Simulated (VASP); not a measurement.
## SiC20: single point with PBE

The system is SiC20, a slab with vacuum.

```
C Si
1.0
     5.05093    0.00000    0.00000
     0.00000    3.57155    0.00000
     0.00000    0.00000   20.37904
C Si
20 1
Direct
  0.25000 0.00000 0.19628
  0.75000 0.00000 0.19628
  0.00000 0.25000 0.19628
  0.50000 0.25000 0.19628
  0.00000 0.50000 0.25824
  0.50000 0.50000 0.25824
  0.25000 0.75000 0.25824
  0.75000 0.75000 0.25824
  0.25000 0.00246 0.31991
  0.75000 0.00246 0.31991
  0.00000 0.24754 0.31991
  0.50000 0.24754 0.31991
  0.00000 0.50971 0.38360
  0.50000 0.50971 0.38360
  0.25000 0.74029 0.38360
  0.75000 0.74029 0.38360
  0.25000 0.02949 0.43569
  0.75000 0.02949 0.43569
  0.00000 0.22051 0.43569
  0.50000 0.22051 0.43569
  0.25000 0.02949 0.52879
```

```json
{
  "Program": "VASP 6.6.1",
  "Task": "single point",
  "Functional": "PBE",
  "Potentials or basis": "VASP PAW PBE potentials, release 64 (C, Si)",
  "Cutoff": "520 eV",
  "k mesh": "5 × 8 × 1",
  "Occupations": "gaussian, width 0.05 eV",
  "Spin": "collinear spin",
  "Starting moments": "[0.0, 0.0, 0.0, 0.0, 0.0, 0.0, 0.0, 0.0, 0.0, 0.0, 0.0, 0.0, 0.0, 0.0, 0.0, 0.0, 0.0, 0.0, 0.0, 0.0, 2.0] μB",
  "Dipole correction": "yes",
  "Further INCAR settings": "LREAL = Auto; ALGO = Normal; EDIFF = 1e-06; NBANDS = 62"
}
```

| Item | Value |
| --- | --- |
| Largest force | 4.174 eV/Å |
| Net moment | 0.15 μB per cell |
| Site moments | C -0.34, +0.35, -0.04, +0.04, -0.02, +0.02, +0.00, -0.00, +0.01 (each value once); Si +0.01 μB |
| Valence electrons inside the program's atomic spheres | C 2.42, 2.54, 2.56, 2.60, 2.71, 2.62 (each value once); Si 1.54 |

Forces in eV/Å, atoms in the order of the input:
```
C    0.000  4.064  0.952
C    0.000  4.002  0.967
C    0.028 -4.050  0.972
C   -0.028 -4.050  0.972
C    0.006  0.929 -1.020
C   -0.006  0.929 -1.020
C    0.000 -0.848 -1.070
C    0.000 -0.945 -1.037
C    0.000 -0.461  0.074
C    0.000  0.065  0.057
C    0.016  0.124  0.049
C   -0.016  0.124  0.049
C   -0.056 -0.074 -0.481
C    0.056 -0.074 -0.481
C    0.000  0.386 -1.558
C    0.000  0.065 -0.335
C    0.000 -2.893  0.413
C    0.000 -0.482  0.553
C   -0.533  1.402  0.974
C    0.533  1.402  0.974
Si   0.000  0.388 -0.005
```

Levels at points of the mesh, in eV from the Fermi level:
Spin up:
| k point | band 39 | band 40 | band 41 | band 42 | band 43 | band 44 | band 45 | band 46 |
| --- | --- | --- | --- | --- | --- | --- | --- | --- |
| (0.00, 0.00, 0.00) | -1.52 | -1.21 | -0.96 | -0.14 | 0.54 | 1.02 | 2.22 | 2.47 |
| (0.00, 0.50, 0.00) | -1.18 | -1.07 | -0.96 | -0.54 | -0.52 | 0.47 | 0.98 | 1.70 |
Spin down:
| k point | band 40 | band 41 | band 42 | band 43 | band 44 | band 45 |
| --- | --- | --- | --- | --- | --- | --- |
| (0.00, 0.00, 0.00) | -1.18 | -0.95 | -0.14 | 0.54 | 1.10 | 2.25 |
| (0.00, 0.50, 0.00) | -0.91 | -0.82 | -0.80 | -0.27 | 0.48 | 0.97 |

Wall time 34 min on 1 thread of Oxide Virtual Turin-like Processor, on a shared host, peak memory 0.76 GiB.
